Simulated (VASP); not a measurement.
A run of VASP 6.6.1:

File INCAR:

```
SYSTEM = SnO
ALGO = Normal ; EDIFF = 1E-6
ENCUT = 520 ; GGA = PE
ISIF = 2 ; ISMEAR = -1
LASPH = .TRUE. ; LCHARG = .FALSE.
LREAL = .FALSE. ; LWAVE = .FALSE.
NBANDS = 17 ; NELM = 100
PREC = Accurate ; SIGMA = 0.08
```

File KPOINTS:

```
k-points
0
G
  12 12 12
  0 0 0
```

Contents of POSCAR:

```
SnO
1.0
    0.0000000000      2.7736192770      2.7736192770
    2.7736192770      0.0000000000      2.7736192770
    2.7736192770      2.7736192770      0.0000000000
Sn O
1 1
Direct
    0.0000000000      0.0000000000      0.0000000000
    0.2500000000      0.2500000000      0.2500000000
```

Potentials or basis: VASP PAW PBE potentials, release 64 (Sn_d, O).

The run is started by

```sh
$ cat potpaw_PBE.64/Sn_d/POTCAR potpaw_PBE.64/O/POTCAR > POTCAR
$ mpirun -np 1 vasp_std > vasp.out
```

Hardware: 1 thread of Intel Xeon 6975P-C (shared host).

Q: How long does it take, and how much memory?

A: Run time: 59 s on 1 thread of Intel Xeon 6975P-C (shared host), peak memory 0.2 GiB. Counts: scf iterations 14, k points 72.
